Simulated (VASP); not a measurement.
Here is a VASP 6.6.1 calculation.

File INCAR:

```
SYSTEM = Zr2Nb3Cu3
PREC     = Accurate       ! precision mode
ENCUT    = 520            ! plane-wave cutoff, eV
EDIFF    = 1E-6           ! SCF threshold, eV
ISMEAR   = -1             ! smearing method
SIGMA    = 0.1034         ! smearing width, eV
LREAL    = Auto         
LASPH    = .TRUE.         ! aspherical terms in the spheres
NELM     = 60             ! most SCF steps
ALGO     = Normal         ! electronic algorithm
ISIF     = 2              ! what is computed and relaxed
LWAVE    = .FALSE.        ! write WAVECAR
LCHARG   = .TRUE.         ! write CHGCAR
GGA      = PE             ! functional
LELF     = .TRUE.         ! ELF
LVHAR    = .TRUE.       
ISYM     = 0            
NBANDS   = 110            ! bands
```

The input KPOINTS:

```
Automatic mesh
0
Gamma
  1 1 1
  0.25 0.25 0.25
```

POSCAR

```
Zr2Nb3Cu3
1.0
    6.8185840000      0.0521060000     -0.0543080000
    0.0521060000      6.6479630000     -0.2149050000
   -0.0543080000     -0.2149050000      6.4861440000
Nb Cu Zr
6 6 4
Direct
    0.8000269907      0.8483786619      0.2931954150
    0.0369318996      0.5654619303      0.4643370998
    0.8043407505      0.8343655680      0.6984500298
    0.0540208638      0.0285701821      0.0281814033
    0.2486419665      0.8230233293      0.7855488679
    0.7876520888      0.3331196928      0.1929819778
    0.2603298659      0.3619403067      0.8065169037
    0.0621020347      0.0626277679      0.4550567576
    0.6264567576      0.5835440377      0.9657724443
    0.3719107108      0.2325844040      0.1949153886
    0.9428636243      0.5822489056      0.9754637330
    0.5780979150      0.0245868445      0.9640994985
    0.4545946105      0.0545245024      0.4978012687
    0.8373124654      0.2813931755      0.7031312542
    0.2832603379      0.6706559561      0.1782906178
    0.5214221538      0.5712664683      0.5260397263
```

Potentials or basis: VASP PAW PBE potentials, release 64 (Nb_sv, Cu, Zr_sv).

Run with:

```bash
$ cat potpaw_PBE.64/Nb_sv/POTCAR potpaw_PBE.64/Cu/POTCAR potpaw_PBE.64/Zr_sv/POTCAR > POTCAR
$ mpirun -np 1 vasp_std > vasp.out
```

**Question.** Estimate the pressure.

**Answer.** -1.0 GPa.

**Question.** Predict the band gap on the k mesh.

**Answer.** 0.07 eV.

**Question.** What does it give for the largest force?

**Answer.** 3.373 eV/Å.

Forces on the atoms (eV/Å):
```
Nb  -0.748 -0.528 -1.138
Nb   0.079 -0.982  1.053
Nb  -0.133  0.328  1.047
Nb  -1.320  0.397  0.169
Nb   0.909 -0.218 -1.198
Nb   0.135 -0.973  1.621
Cu  -0.259 -0.100 -0.221
Cu   0.880  0.225  0.291
Cu  -3.269  0.552 -0.620
Cu  -0.317  1.348 -0.951
Cu   3.169  0.630 -0.146
Cu  -0.192 -0.131  0.255
Zr   0.614  0.295  0.757
Zr  -0.317 -0.034  0.237
Zr   0.469  0.476 -0.406
Zr   0.298 -1.285 -0.750
```

Caveat: the k points lie up to 0.97 Å⁻¹ apart.
